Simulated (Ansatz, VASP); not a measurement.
# Two plane-wave programs on MgB2

```xyz
3
Lattice="3.0344 0.0000 0.0000 -1.5172 2.6279 0.0000 0.0000 0.0000 3.4597" Properties=species:S:1:pos:R:3 pbc="T T T"
Mg    0.0000    0.0000    0.0000
B     0.0000    1.7519    1.7299
B     1.5172    0.8760    1.7299
```

Alike in both runs: functional LDA; k mesh 15 × 15 × 12; occupations gaussian, width 0.1 eV; no spin polarisation.

Ansatz relaxed the structure, and its values are those at the end. VASP's run is a single point on that final structure, the one shown.

|  | VASP | Ansatz |
| --- | --- | --- |
| version | VASP 6.6.1 | Ansatz 0.2.0 |
| potentials or method | VASP PAW LDA potentials, release 64 (Mg, B), cutoff 520 eV | scalar-relativistic, plane waves, PAW |
| valence electrons in the cell | 8 | 16 |

Ansatz gave:

- gap on the k mesh at the Fermi level (eV): none
- pressure (GPa): 0.0

Task: What did VASP give for the same quantities?

Result: gap on the k mesh at the Fermi level (eV): none; pressure (GPa): -0.6.

LDA's correlation is that of Perdew and Zunger in VASP and of Perdew and Wang (1992) in Ansatz. A gap of «none» marks a metal or a gap that the smearing closes. VASP's potentials hold 8 valence electrons a cell and Ansatz's 16, so a difference there can come from the potentials and not from the codes.
